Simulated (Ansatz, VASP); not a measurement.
# One calculation of Mo, two programs

Contents of POSCAR:

```
Mo
1.0
    2.7302016916      0.0000000000      0.0000000000
   -1.3651008458      2.3644240223      0.0000000000
    0.0000000000      0.0000000000      4.8390310977
Mo
2
Direct
    0.3333333333      0.6666666667      0.2500000000
    0.6666666667      0.3333333333      0.7500000000
```

INCAR.step1

```
SYSTEM = Mo
  PREC = Accurate
  ENCUT = 520
  ISMEAR = 0
  SIGMA = 0.1
  LREAL = .False.
  LASPH = .True.
  NELM = 100
  NBANDS = 21
  GGA = PE
  ALGO = Normal
  EDIFF = 1E-4
  LWAVE = .True.
  LCHARG = .False.
```

File INCAR.step2:

```
SYSTEM = Mo
  PREC = Accurate
  ENCUT = 520
  EDIFF = 1E-6
  ISMEAR = 0
  SIGMA = 0.1
  LREAL = .False.
  LASPH = .True.
  NELM = 100
  ALGO = Normal
  ISIF = 2
  LWAVE = .False.
  LCHARG = .False.
  METAGGA = R2SCAN
  LMIXTAU = .True.
  NBANDS = 21
  ISTART = 1
```

Contents of KPOINTS:

```
Automatic mesh
0
Gamma
  18 18 10
  0 0 0
```

Input for Ansatz:

```yaml
crystal:
  lattice:
    - [2.7302016916, 0.0, 0.0]
    - [-1.3651008458, 2.3644240223, 0.0]
    - [0.0, 0.0, 4.8390310977]
  atoms:
    - { symbol: Mo, position: [0.3333333333, 0.6666666667, 0.25] }
    - { symbol: Mo, position: [0.6666666667, 0.3333333333, 0.75] }
basis:
  ecutwfc: 500
kpoints:
  mp_grid: { grid: [18, 18, 10] }
  band_path:
    path:
      - [0.0, 0.0, 0.0]
      - [0.5, 0.0, 0.0]
      - [0.3333333333, 0.3333333333, 0.0]
      - [0.0, 0.0, 0.5]
      - [0.5, 0.0, 0.5]
      - [0.3333333333, 0.3333333333, 0.5]
      - [0.05555556, 0.44444444, 0.4]
    npoints: 1
hamiltonian:
  xc: r2scan
scf:
  occupations: { method: gaussian, width: 0.1 }
  n_extra_bands: 4
output:
  forces: true
  stress: true
  eigenvalues: true
  write_density: true
  write_potential: true
  elf: true
  volumetric_format: npy
```

Alike in both runs: task single point; functional r2SCAN; k mesh 18 × 18 × 10; occupations gaussian, width 0.1 eV; no spin polarisation.

|  | VASP | Ansatz |
| --- | --- | --- |
| version | VASP 6.6.1 | Ansatz 0.2.0 |
| potentials or method | VASP PAW PBE potentials, release 64 (Mo_sv), cutoff 520 eV | scalar-relativistic, plane waves, PAW |
| valence electrons in the cell | 28 | 28 |

|  | VASP | Ansatz | Ansatz less VASP |
| --- | --- | --- | --- |
| gap on the k mesh at the Fermi level (eV) | none | none | - |
| pressure (GPa) | 6.4 | 5.3 | -1.10 |
| traceless stress, the component that is largest in VASP (GPa) | 2.10 | 2.26 | +0.160 |

VASP's potentials were made for PBE, not for r2SCAN. A gap of «none» marks a metal or a gap that the smearing closes. With one functional, cell and mesh, what is left measures potentials, basis and numerics.
